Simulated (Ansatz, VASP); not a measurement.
## Two plane-wave programs on Ti3H2

```xyz
5
Lattice="1.4850 0.8574 7.2667 -1.4850 0.8574 7.2667 0.0000 -1.7147 7.2667" Properties=species:S:1:pos:R:3 pbc="T T T"
Ti    0.0000    0.0000   16.9560
Ti    0.0000    0.0000    4.8440
Ti    0.0000    0.0000    0.0000
H     0.0000    0.0000    8.4780
H     0.0000    0.0000   13.3220
```

Alike in both runs: task relaxation of cell and atoms; functional PBE; k mesh 6 × 6 × 6; occupations gaussian, width 0.2 eV; no spin polarisation.

|  | VASP | Ansatz |
| --- | --- | --- |
| version | VASP 6.6.1 | Ansatz 0.2.0 |
| potentials or method | VASP PAW PBE potentials, release 64 (Ti_sv, H), cutoff 600 eV | scalar-relativistic, plane waves, PAW |
| valence electrons in the cell | 38 | 38 |

|  | VASP | Ansatz | Ansatz less VASP |
| --- | --- | --- | --- |
| gap on the k mesh at the Fermi level, each at its own relaxed structure (eV) | none | none | - |
| relaxed volume (Å³/atom) | 10.90 | 10.95 | +0.054 |
| relaxed cell length with the largest relative difference (Å) | 7.412 | 7.438 | +0.0262 |

A gap of «none» marks a metal or a gap that the smearing closes.

The k mesh is coarse, so the values compare programs but aren't converged.
